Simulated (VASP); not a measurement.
Wanted: the native input for a VASP 6.6.1 run.

* Task: single point
* Functional: r2SCAN
* Potentials or basis: VASP PAW PBE potentials, release 64 (Ni, O)
* Cutoff: 520 eV
* k mesh: 10 × 10 × 8
* Occupations: gaussian, width 0.02 eV
* Spin: collinear spin, ferromagnetic start
* Starting moments: [1.84, 1.84, 0.31, 0.31] μB
* Dipole correction: no
* Further INCAR settings: ALGO = Normal; EDIFF = 1e-06; NBANDS = 28

Crystal: NiO.

```
CELL_PARAMETERS angstrom
2.10477 2.10477 0.00000
-2.10477 2.10477 0.00000
0.00000 0.00000 4.10483
ATOMIC_POSITIONS crystal
Ni 0.00000 0.00000 0.00000
Ni 0.50000 0.50000 0.50000
O 0.50000 0.50000 0.00000
O 0.00000 0.00000 0.50000
```

This cell differs from its parent crystal: uniaxial strain along c: -2.0 %.

One way to write it, as run:

POSCAR

```
NiO
1.0
    2.1047699895      2.1047699895      0.0000000000
   -2.1047699895      2.1047699895      0.0000000000
    0.0000000000      0.0000000000      4.1048250541
Ni O
2 2
Direct
    0.0000000000      0.0000000000      0.0000000000
    0.5000000000      0.5000000000      0.5000000000
    0.5000000000      0.5000000000      0.0000000000
    0.0000000000      0.0000000000      0.5000000000
```

INCAR.step1

```
SYSTEM = NiO
  PREC = Accurate
  ENCUT = 520
  ISMEAR = 0
  SIGMA = 0.02
  LREAL = .FALSE.
  LASPH = .TRUE.
  NELM = 150
  ISPIN = 2
  MAGMOM = 1.84 1.84 0.31 0.31
  LMAXMIX = 4
  NBANDS = 28
  GGA = PE
  ALGO = Normal
  EDIFF = 1E-4
  LWAVE = .TRUE.
  LCHARG = .FALSE.
```

INCAR.step2

```
SYSTEM = NiO
  PREC = Accurate
  ENCUT = 520
  EDIFF = 1E-6
  ISMEAR = 0
  SIGMA = 0.02
  LREAL = .FALSE.
  LASPH = .TRUE.
  NELM = 150
  ALGO = Normal
  ISIF = 2
  LWAVE = .FALSE.
  LCHARG = .TRUE.
  ISPIN = 2
  MAGMOM = 1.84 1.84 0.31 0.31
  LORBIT = 11
  LMAXMIX = 4
  METAGGA = R2SCAN
  LMIXTAU = .TRUE.
  LELF = .TRUE.
  LVHAR = .TRUE.
  NBANDS = 28
  ISTART = 1
```

KPOINTS

```
Automatic mesh
0
G
  10 10 8
  0 0 0
```

Potentials or basis: VASP PAW PBE potentials, release 64 (Ni, O).

The run is started by

```bash
$ cat potpaw_PBE.64/Ni/POTCAR potpaw_PBE.64/O/POTCAR > POTCAR
$ cp INCAR.step1 INCAR
$ mpirun -np 1 vasp_std > vasp.out
$ cp INCAR.step2 INCAR
$ mpirun -np 1 vasp_std > vasp.out
```

It gave:

The pressure is 2.6 GPa. The band gap on the k mesh is 0.56 eV, the net moment is 4.00 μB per cell and the site moments are Ni +1.69; O +0.28 μB. The valence electrons inside the program's atomic spheres are Ni 8.93; O 5.05.

Caveat: the cell differs from its parent crystal (uniaxial strain along c: -2.0 %); the PAW data sets were made with another functional, which shifts forces and pressure a little.

It took 11 min on 1 thread of Intel Xeon 8259CL, on a shared host, peak memory 0.29 GiB.
